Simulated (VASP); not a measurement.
## Al4As: single point with PBE

The system is Al4As.

```
Al As
1.0
    -1.88812    1.88812    6.61001
     1.88812   -1.88812    6.61001
     1.88812    1.88812   -6.61001
Al As
4 1
Direct
  0.75000 0.25000 0.50000
  0.25000 0.75000 0.50000
  0.40203 0.40203 0.00000
  0.59797 0.59797 0.00000
  0.00000 0.00000 0.00000
```

```yaml
Program: VASP 6.6.1
Task: single point
Functional: PBE
Potentials_or_basis: VASP PAW PBE potentials, release 64 (Al, As)
Cutoff: 520 eV
k_mesh: 14 × 14 × 14
Occupations: gaussian, width 0.1 eV
Spin: no spin polarisation
Dipole_correction: no
Further_INCAR_settings: ALGO = Fast; EDIFF = 1e-06; NBANDS = 16
```

- Pressure: 0.0 GPa

Levels at points of the mesh, in eV from the Fermi level:
| k point | band 4 | band 5 | band 6 | band 7 | band 8 | band 9 | band 10 | band 11 | band 12 | band 13 |
| --- | --- | --- | --- | --- | --- | --- | --- | --- | --- | --- |
| (0.00, 0.00, 0.00) | -2.24 | -1.48 | -1.48 | -0.52 | -0.52 | -0.37 | 1.56 | 2.38 | 2.79 | 3.07 |
| (0.50, 0.00, 0.00) | -6.03 | -3.26 | -2.87 | -0.13 | 0.70 | 1.28 | 1.33 | 1.81 | 2.43 | 3.61 |
| (0.50, 0.50, 0.00) | -4.97 | -4.73 | -4.53 | -3.19 | -2.86 | -1.83 | -1.42 | 1.06 | 1.19 | 1.79 |
| (0.50, 0.50, 0.50) | -3.20 | -1.81 | -1.81 | -1.35 | 0.38 | 0.38 | 1.10 | 2.01 | 2.91 | 2.91 |

It took 9.7 min on 1 thread of Intel(R) Xeon(R) 6975P-C (Granite Rapids), on a shared host, peak memory 0.62 GiB.
